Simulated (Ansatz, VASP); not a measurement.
**One calculation of ScAlN2, two programs**

```
Sc Al N
1.0
     3.60398    0.00000    0.00000
    -1.80199    3.12114    0.00000
     0.00000    0.00000    5.77572
Sc Al N
1 1 2
Cartesian
  0.0000 0.0000 0.0000
  0.0000 0.0000 2.8879
  0.0000 2.0808 2.8879
  1.8020 1.0404 2.8879
```

Alike in both runs: task relaxation of cell and atoms; functional PBE; k mesh 6 × 6 × 4; occupations gaussian, width 0.1 eV; no spin polarisation.

|  | VASP | Ansatz |
| --- | --- | --- |
| version | VASP 6.6.1 | Ansatz 0.2.0 |
| potentials or method | VASP PAW PBE potentials, release 64 (Sc_sv, Al, N), cutoff 600 eV | scalar-relativistic, plane waves, PAW |
| valence electrons in the cell | 24 | 24 |

|  | VASP | Ansatz | Ansatz less VASP |
| --- | --- | --- | --- |
| gap on the k mesh at the Fermi level, each at its own relaxed structure (eV) | none | none | - |
| relaxed volume (Å³/atom) | 15.59 | 15.68 | +0.093 |
| relaxed length of the cell vector where the two differ most in proportion (Å) | 5.549 | 5.576 | +0.0269 |

A gap of «none» marks a metal or a gap that the smearing closes.
